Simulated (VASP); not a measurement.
Runs of VASP 6.6.1 on Ga3I. The structure is that of space group Pm-3m (No. 221), or close to it. The cells are those of the table. 

```csv
task,cell,k mesh,cutoff (eV),gap on the mesh (eV),pressure (GPa),relaxed volume (Å³/atom)
relaxation of cell and atoms,"relaxed from a = 4.722 Å, 4 atoms",10 × 10 × 10,600,none,-0.1,(a)
relaxation of cell and atoms,"relaxed from a = 4.532 Å, 4 atoms",4 × 4 × 4,600,none,0.0,26.45
single point,"a = 4.532 Å, 4 atoms",4 × 4 × 4,520,none,4.6,-
single point,"a = 4.722 Å, 4 atoms",4 × 4 × 4,520,none,0.1,-
single point,"a = 4.745 Å, 4 atoms",10 × 10 × 10,520,none,0.0,-
```

Alike in all rows: level PBE; potentials or basis VASP PAW PBE potentials, release 64 (Ga_d, I); no spin polarisation; smearing gaussian 0.1 eV.

Task: Fill in the values left out.

Result: (a) 26.78.

Caveats: spin-orbit coupling is left out, which moves the levels of the heavy elements.

A k mesh can miss the band edges, and the runs leave out spin-orbit coupling on Ga, I.

A gap of «none» marks levels without a gap at the run's occupations.
